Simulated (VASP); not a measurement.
Al2Cu: single point with PBEsol

Crystal: Al2Cu.

```
Al Cu
1.0
     5.93243    0.00000    0.00000
     0.00000    5.93243    0.00000
     0.00000    0.00000    4.84785
Al Cu
8 4
Direct
  0.15942 0.34058 0.00000
  0.15942 0.65942 0.50000
  0.84058 0.34058 0.50000
  0.84058 0.65942 0.00000
  0.65942 0.84058 0.50000
  0.65942 0.15942 0.00000
  0.34058 0.84058 0.00000
  0.34058 0.15942 0.50000
  0.00000 0.00000 0.75000
  0.00000 0.00000 0.25000
  0.50000 0.50000 0.25000
  0.50000 0.50000 0.75000
```

This cell differs from its parent crystal: biaxial strain in the a-b plane: -1.0 %, then relaxed in part.

```
Program             : VASP 6.6.1
Task                : single point
Functional          : PBEsol
Potentials or basis : VASP PAW PBE potentials, release 64 (Al, Cu)
Cutoff              : 520 eV
k mesh              : 6 × 6 × 8
Occupations         : gaussian, width 0.1 eV
Spin                : no spin polarisation
```

```yaml
Pressure: 2.1 GPa
Band_gap_on_the_k_mesh: zero (bands 34 and 35 overlap by 1.96 eV)
```

Forces in eV/Å, atoms in the order of the input:
```
Al  -0.002  0.002  0.000
Al  -0.002 -0.002  0.000
Al   0.002  0.002  0.000
Al   0.002 -0.002  0.000
Al  -0.002  0.002  0.000
Al  -0.002 -0.002  0.000
Al   0.002  0.002  0.000
Al   0.002 -0.002  0.000
Cu   0.000  0.000  0.000
Cu   0.000  0.000  0.000
Cu   0.000  0.000  0.000
Cu   0.000  0.000  0.000
```

Stress tensor (GPa, compression positive):
```
3.02 0.00 0.00
0.00 3.02 0.00
0.00 0.00 0.30
```

Levels at points of the mesh, in eV from the Fermi level:
```csv
k point,band 32,band 33,band 34,band 35,band 36,band 37
"(0.00, 0.00, 0.00)",-1.35,-1.35,-0.90,-0.21,0.03,1.47
"(0.50, 0.00, 0.00)",-1.35,-0.07,-0.07,0.32,0.32,1.45
"(0.50, 0.50, 0.00)",-1.34,-0.89,-0.89,-0.80,-0.80,0.92
"(0.00, 0.00, 0.50)",-0.78,-0.78,-0.78,-0.74,-0.74,0.31
"(0.50, 0.00, 0.50)",-2.69,0.27,0.27,0.27,0.27,4.15
"(0.50, 0.50, 0.50)",0.48,0.76,0.76,0.76,0.76,1.93
```

It took 4.9 min on 1 thread of Intel(R) Xeon(R) 6975P-C (Granite Rapids), with other jobs on the host, peak memory 0.45 GiB.

Caveat: the cell differs from its parent crystal (biaxial strain in the a-b plane: -1.0 %, then relaxed in part); the PAW data sets were made with another functional, which shifts forces and pressure a little.
